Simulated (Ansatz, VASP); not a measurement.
## One calculation of Sb, two programs

```xyz
2
Lattice="2.1506 1.2416 3.6317 -2.1506 1.2416 3.6317 0.0000 -2.4833 3.6317" Properties=species:S:1:pos:R:3 pbc="T T T"
Sb    0.0000    0.0000    2.5455
Sb    0.0000    0.0000    8.3495
```

Change from the starting cell: zz strain of -3 %, PAW files.

Alike in both runs: task electric field gradients; functional PBEsol; k mesh 9 × 9 × 9; occupations fermi-dirac, width 0.05 eV; no spin polarisation.

|  | VASP | Ansatz |
| --- | --- | --- |
| version | VASP 6.6.1 | Ansatz 0.2.0 |
| potentials or method | VASP PAW PBE potentials, release 64 (Sb) | PAW with Ansatz's default frozen-core files, scalar-relativistic |
| plane-wave cutoff (eV) | 400 | 420 |
| valence electrons in the cell | 10 | 30 |

VASP gave:

- pressure (GPa): 2.3
- traceless stress, the component that is largest in VASP (GPa): 0.21
- rms of the force components (eV/Å): 0.227
- size of Vzz on the site where it differs most (V/Å²): 52.4

**Question.** What did Ansatz give for the same quantities?

**Answer.** Pressure (GPa): 2.1; traceless stress, the component that is largest in VASP (GPa): 0.28; rms of the force components (eV/Å): 0.192; size of Vzz on the site where it differs most (V/Å²): 56.7.

VASP's potentials were made for PBE, not for PBEsol. Atom by atom the forces differ by 0.034 eV/Å (rms over components). VASP's potentials hold 10 valence electrons a cell and Ansatz's 30, so a difference there can come from the potentials and not from the codes.

Spin-orbit coupling is off throughout.
